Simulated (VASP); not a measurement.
# Al2H3 in VASP: further runs, part 2 of 2

VASP 6.6.1.

### 3 Single point, PBE

This run uses another cell than the first one, of the same volume but with other edges.

Input file INCAR:

```
PREC = Accurate
ENCUT = 520
EDIFF = 1E-6
ISMEAR = 0
SIGMA = 0.2
LREAL = F
LASPH = T
NELM = 80
ALGO = Fast
ISIF = 2
LWAVE = F
LCHARG = T
GGA = PE
LELF = T
LVHAR = T
NBANDS = 20
```

Input file KPOINTS:

```
Automatic mesh
0
Gamma
  6 4 4
```

Input file POSCAR:

```
Al2H3
1.0
   -2.6959295048     -0.3469398992     -0.0199020244
   -0.0450337460      0.7735032208     -6.6901154563
   -0.5939844078     -6.0580729609      0.8634538370
Al H
4 6
Direct
   -0.2370230009      0.6624938830      0.5246674692
    0.4528643979      0.7485919925      0.1436511189
    0.6000330485      0.2711404525      0.8496508525
   -0.1330720321      0.1173269316      0.3166288129
    0.7213758149      1.0656537072      0.6077220787
    1.0378913227      1.1545592546     -0.0259493273
    0.1544994808      0.3812814615      0.7407418901
    0.4813710882      0.4735986314      0.0871969229
    0.6058177798      0.7368561266      0.8380003823
   -0.1837578999      0.3884975592      0.4176897999
```

Potentials or basis: VASP PAW PBE potentials, release 64 (Al, H).

Command:

```sh
cat potpaw_PBE.64/Al/POTCAR potpaw_PBE.64/H/POTCAR > POTCAR
mpirun -np 1 vasp_std > vasp.out
```

OUTCAR:

```text
PREC = Accurate
   ENCUT = 520
   EDIFF = 1E-6
   ISMEAR = 0
   LREAL = F
   LASPH = T
   NELM = 80
   ISIF = 2
   GGA = PE

 ion  position               nearest neighbor table
   1  0.763  0.662  0.525-  10 1.79   9 1.82   2 2.84   2 2.84
   2  0.453  0.749  0.144-   8 1.79   9 1.81   4 2.79   4 2.79   1 2.84   1 2.84   3 3.24
   3  0.600  0.271  0.850-   8 1.70   5 1.73   7 1.75   7 1.75   6 1.82   6 1.82   4 3.10   2 3.24

   4  0.867  0.117  0.317-  10 1.77   5 1.87   2 2.79   2 2.79   3 3.10
   5  0.721  0.066  0.608-   3 1.73   4 1.87
   6  0.038  0.155  0.974-   3 1.82   3 1.82
   7  0.154  0.381  0.741-   3 1.75   3 1.75
   8  0.481  0.474  0.087-   3 1.70   2 1.79
   9  0.606  0.737  0.838-   2 1.81   1 1.82
  10  0.816  0.388  0.418-   4 1.77   1 1.79

  LATTYP: Found a triclinic cell.
 ALAT       =     6.1480580678
 B/A-ratio  =     1.0954407495
 C/A-ratio  =     0.4421289712
 COS(alpha) =     0.0007540608
 COS(beta)  =     0.2205584495
 COS(gamma) =     0.2520349359

  Lattice vectors:

 A1 = (  -0.5939844078,  -6.0580729609,   0.8634538370)
 A2 = (   0.0450337460,  -0.7735032208,   6.6901154563)
 A3 = (  -2.6959295048,  -0.3469398992,  -0.0199020244)

Analysis of symmetry for initial positions (statically):
=====================================================================
 Subroutine PRICEL returns:
 Original cell was already a primitive cell.

 Routine SETGRP: Setting up the symmetry group for a
 triclinic supercell.

 Subroutine GETGRP returns: Found  1 space group operations
 (whereof  1 operations were pure point group operations)
 out of a pool of  2 trial point group operations.

The static configuration has the point symmetry C_1 .

Analysis of symmetry for dynamics (positions and initial velocities):
=====================================================================
 Subroutine PRICEL returns:
 Original cell was already a primitive cell.

 Routine SETGRP: Setting up the symmetry group for a
 triclinic supercell.

 Subroutine GETGRP returns: Found  1 space group operations
 (whereof  1 operations were pure point group operations)
 out of a pool of  2 trial point group operations.

The dynamic configuration has the point symmetry C_1 .

 Subroutine INISYM returns: Found  1 space group operations
 (whereof  1 operations are pure point group operations),
 and found     1 'primitive' translations

----------------------------------------------------------------------------------------

                                     Primitive cell

  volume of cell :     106.0566

  direct lattice vectors                    reciprocal lattice vectors
    -2.695929505 -0.346939899 -0.019902024    -0.375849618  0.037835550  0.006904490
    -0.045033746  0.773503221 -6.690115456     0.003961419 -0.022060227 -0.152051495
    -0.593984408 -6.058072961  0.863453837     0.022030339 -0.170052478 -0.019809561

  length of vectors
     2.718234589  6.734833338  6.148058068     0.377812303  0.153694514  0.172614020

  position of ions in fractional coordinates (direct lattice)
[... 57 lines left out ...]
  0.166667  0.250000 -0.000000      2.000000
[... 16 lines left out ...]
  0.333333  0.250000  0.250000      2.000000
  0.500000  0.250000  0.250000      2.000000
 [... further k-points ...]
   k-points           NKPTS =     52   k-points in BZ     NKDIM =     52   number of bands    NBANDS=     20
   number of dos      NEDOS =    301   number of ions     NIONS =     10
   total plane-waves  NPLWV =  48000
   dimension x,y,z NGX =    20 NGY =   50 NGZ =   48
   dimension x,y,z NGXF=    40 NGYF=  100 NGZF=   96
   ions per type =               4   6
   NGX,Y,Z   is equivalent  to a cutoff of  12.23, 12.34, 12.98 a.u.
   NGXF,Y,Z  is equivalent  to a cutoff of  24.46, 24.68, 25.96 a.u.
 SYSTEM =  unknown system
   PREC   = accura    normal or accurate (medium, high low for compatibility)
   ISTART =      0    job   : 0-new  1-cont  2-samecut
   ICHARG =      2    charge: 1-file 2-atom 10-const
   ISPIN  =      1    spin polarized calculation?
   LNONCOLLINEAR =      F non collinear calculations
   LSORBIT =      F    spin-orbit coupling
   LASPH  =      T    aspherical Exc in radial PAW
   ENCUT  =  520.0 eV  38.22 Ry    6.18 a.u.   5.05 12.52 11.43*2*pi/ulx,y,z
   NELM   =     80;   NELMIN=  2; NELMDL= -5     # of ELM steps
   EDIFF  = 0.1E-05   stopping-criterion for ELM
   LREAL  =      F    real-space projection
   EDIFFG = 0.1E-04   stopping-criterion for IOM
   NSW    =      0    number of steps for IOM
   IBRION =     -1    ionic relax: 0-MD 1-quasi-New 2-CG
   NFREE  =      0    steps in history (QN), initial steepest desc. (CG)
   ISIF   =      2    stress and relaxation
   ISYM   =      2    0-nonsym 1-usesym 2-fastsym
   POTIM  = 0.5000    time-step for ionic-motion
   TEBEG  =    0.0;   TEEND  =   0.0 temperature during run
   PSTRESS=    0.0 pullay stress
   NELECT =      18.0000    total number of electrons
   NUPDOWN=      -1.0000    fix difference up-down
   EMIN   =  10.00;   EMAX   =-10.00  energy-range for DOS
   EFERMI =   0.00;   METHOD = LEGACY
   ISMEAR =     0;   SIGMA  =   0.20  broadening in eV -4-tet -1-fermi 0-gaus
   EFERMI_NEDOS =   21; number of points for ismear=-14 and -15
   IALGO  =     68    algorithm
   IMIX   =      4    mixing-type and parameters
     AMIX     =   0.40;   BMIX     =  1.00
     AMIX_MAG =   1.60;   BMIX_MAG =  1.00
  volume/ion in A,a.u.               =      10.61        71.57
  Fermi-wavevector in a.u.,A,eV,Ry     =   0.906400  1.712847 11.178010  0.821561
  Thomas-Fermi vector in A             =   2.030083
   LORBIT       =      0    0 simple, 1 ext, 2 COOP (PROOUT), +10 PAW based schemes
   GGA     = PE    functional components
   LHFCALC =     F    Hartree Fock is set to
   AEXX    =    0.0000 exact exchange contribution
   IVDW    =     0    specifies the selected vdW correction
   LEPSILON=     F    determine dielectric tensor
   LRPA    =     F    only Hartree local field effects (RPA)
 non-spin polarized calculation
 RMM-DIIS sequential band-by-band and
 Gauss-broadening in eV      SIGMA  =   0.20
  energy-cutoff  :      520.00
  volume of cell :      106.06
 maximum number of plane-waves:      2882
   NGX = 11   NGY = 25   NGZ = 23

 number of electron      18.0000001 magnetization

 Free energy of the ion-electron system (eV)
  ---------------------------------------------------
  ext. energy  EPLUGINS =         0.00000000
  ---------------------------------------------------
  free energy    TOTEN  =       -33.65276156 eV

  energy without entropy =      -33.63343385  energy(sigma->0) =      -33.64309770

 E-fermi :   4.8340     XC(G=0):  -9.1342

 val. band max:        4.8222974440   @ k =   0.5000  -0.0000   0.2500
 cond. band min:       4.8900398755   @ k =  -0.0000   0.5000   0.0000
 fundamental gap:      0.0677424315
 Fermi energy:         4.8339852598

 k-point     1 :       0.0000    0.0000    0.0000
  band No.  band energies     occupation
      1      -6.5079      2.00000
      2      -3.6743      2.00000
      3      -2.8912      2.00000
      4      -2.3385      2.00000
      5      -1.7799      2.00000
      6      -0.9955      2.00000
[... 541 lines left out ...]
     19      10.2814      0.00000
     20      10.8649      0.00000

 [... further k-points ...]

------------------------ aborting loop because EDIFF is reached ----------------------------------------

  FORCE on cell =-STRESS in cart. coord.  units (eV):
  Direction    XX          YY          ZZ          XY          YZ          ZX
  --------------------------------------------------------------------------------------
  -------------------------------------------------------------------------------------
  Total       -0.1114407     -0.1359703     -0.0097327      0.0063562     -0.0335581      0.0030610
  in kB       -1.6835149     -2.0540786     -0.1470303      0.0960219     -0.5069559      0.0462415
  external PRESSURE =      -1.2948746 kB  Pullay stress =       0.0000000 kB

 VOLUME and BASIS-vectors are now :
 -----------------------------------------------------------------------------
  energy-cutoff  :      520.00
  volume of cell :      106.06
      direct lattice vectors                 reciprocal lattice vectors
    -2.695929505 -0.346939899 -0.019902024    -0.375849618  0.037835550  0.006904490
    -0.045033746  0.773503221 -6.690115456     0.003961419 -0.022060227 -0.152051495
    -0.593984408 -6.058072961  0.863453837     0.022030339 -0.170052478 -0.019809561

 POSITION                                       TOTAL-FORCE (eV/Angst)
 -----------------------------------------------------------------------------------
     -2.39841     -2.93074     -3.99432         0.000677      0.003445     -0.003248
     -1.33993     -0.44833     -4.89314         0.000375     -0.004072     -0.000539
     -2.13454     -5.14569     -1.09227        -0.000080      0.000185     -0.001169
     -2.53053     -2.12818     -0.52879         0.001079     -0.009339     -0.003001
     -2.30871     -3.88112      0.07115         0.000034      0.002660     -0.001318
     -0.68768     -5.79446     -0.19373        -0.000869      0.004865      0.000844
     -0.87368     -4.24615     -1.91430        -0.000738     -0.003146     -0.003928
     -1.37086     -0.32892     -3.10272         0.000087      0.001291      0.003729
     -2.16418     -4.71689     -4.21813        -0.000018     -0.000402      0.001077
     -2.46613     -2.51308     -2.25468        -0.000547      0.004513      0.007556
 -----------------------------------------------------------------------------------
    total drift:                               -0.000022      0.000029      0.000230

  FREE ENERGIE OF THE ION-ELECTRON SYSTEM (eV)
  ---------------------------------------------------
  free  energy   TOTEN  =       -33.6527615612 eV

  energy  without entropy=      -33.6334338485  energy(sigma->0) =      -33.64309770
```

It took 1.9 min on 1 thread of Oxide Virtual Turin-like, shared host; peak memory 0.22 GiB.

Results:

- Free energy: -33.6528 eV
- Pressure: -0.1 GPa
- Largest force: 0.010 eV/Å
- Band gap on the k mesh: zero (bands 9 and 10 overlap by 0.64 eV)

Forces on the atoms (eV/Å):
```
Al   0.001  0.003 -0.003
Al   0.000 -0.004 -0.001
Al   0.000  0.000 -0.001
Al   0.001 -0.009 -0.003
H    0.000  0.003 -0.001
H   -0.001  0.005  0.001
H   -0.001 -0.003 -0.004
H    0.000  0.001  0.004
H    0.000  0.000  0.001
H   -0.001  0.005  0.008
```

Stress tensor (GPa, compression positive):
```
-0.17  0.01  0.00
 0.01 -0.21 -0.05
 0.00 -0.05 -0.01
```

Caveat: the k points lie up to 0.40 Å⁻¹ apart, too coarse for converged energies and pressures of a metal.

The gap in the log of VASP goes by the Fermi energy; the results here count the filled bands.